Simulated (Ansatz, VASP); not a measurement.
CdTe3: VASP beside Ansatz

File INCAR:

```
SYSTEM = CdTe3
PREC = Accurate
ENCUT = 600
EDIFF = 1E-6
ISMEAR = 0
SIGMA = 0.1
LREAL = .FALSE.
LASPH = .TRUE.
NELM = 80
ALGO = Normal
ISIF = 3
LWAVE = .FALSE.
LCHARG = .FALSE.
GGA = PE
IBRION = 2
NSW = 90
EDIFFG = -0.04
```

KPOINTS

```
regular mesh
0
G
  4 4 4
  0 0 0
```

Contents of POSCAR:

```
CdTe3
1.0
    0.0000000000      5.2882716241      5.2882716241
    5.2882716241      0.0000000000      5.2882716241
    5.2882716241      5.2882716241      0.0000000000
Cd Te
2 6
Direct
    0.2500000000      0.2500000000      0.2500000000
    0.7500000000      0.7500000000      0.7500000000
    0.8495296572      0.1504703428      0.1504703428
    0.1504703428      0.8495296572      0.8495296572
    0.1504703428      0.8495296572      0.1504703428
    0.8495296572      0.1504703428      0.8495296572
    0.1504703428      0.1504703428      0.8495296572
    0.8495296572      0.8495296572      0.1504703428
```

Input for Ansatz:

```yaml
crystal:
  lattice:
    - [0.0, 5.2882716241, 5.2882716241]
    - [5.2882716241, 0.0, 5.2882716241]
    - [5.2882716241, 5.2882716241, 0.0]
  atoms:
    - { symbol: Cd, position: [0.25, 0.25, 0.25] }
    - { symbol: Cd, position: [0.75, 0.75, 0.75] }
    - { symbol: Te, position: [0.8495296572, 0.1504703428, 0.1504703428] }
    - { symbol: Te, position: [0.1504703428, 0.8495296572, 0.8495296572] }
    - { symbol: Te, position: [0.1504703428, 0.8495296572, 0.1504703428] }
    - { symbol: Te, position: [0.8495296572, 0.1504703428, 0.8495296572] }
    - { symbol: Te, position: [0.1504703428, 0.1504703428, 0.8495296572] }
    - { symbol: Te, position: [0.8495296572, 0.8495296572, 0.1504703428] }
basis:
  ecutwfc: 420
kpoints:
  mp_grid: { grid: [4, 4, 4] }
hamiltonian:
  xc: pbe
scf:
  occupations: { method: gaussian, width: 0.1 }
  lower_state_search: "off"
output:
  forces: true
  stress: true
  eigenvalues: true
relax:
  adjacent_minimum: "off"
  f_tol: 0.04
  max_steps: 70
  cell: { stress_tol: 0.4 }
```

Alike in both runs: task relaxation of cell and atoms; functional PBE; k mesh 4 × 4 × 4; occupations gaussian, width 0.1 eV; no spin polarisation.

|  | VASP | Ansatz |
| --- | --- | --- |
| version | VASP 6.6.1 | Ansatz 0.2.0 |
| potentials or method | VASP PAW PBE potentials, release 64 (Cd, Te), cutoff 600 eV | scalar-relativistic, plane waves, PAW |
| valence electrons in the cell | 60 | 136 |

VASP gave:

```
gap on the k mesh at the Fermi level, each at its own relaxed structure (eV)  : none
relaxed volume (Å³/atom)                                                      : 28.44
relaxed length of the cell vector where the two differ most in proportion (Å) : 6.853
```

Question: Which values does Ansatz return?

Answer: gap on the k mesh at the Fermi level, each at its own relaxed structure (eV): none; relaxed volume (Å³/atom): 28.33; relaxed length of the cell vector where the two differ most in proportion (Å): 6.844.

A gap of «none» marks a metal or a gap that the smearing closes. VASP's potentials hold 60 valence electrons a cell and Ansatz's 136, so a difference there can come from the potentials and not from the codes.

Neither program's run includes spin-orbit coupling. Noted on VASP's run: the volume moved by over 15 % at a fixed basis, so the end points are rough.
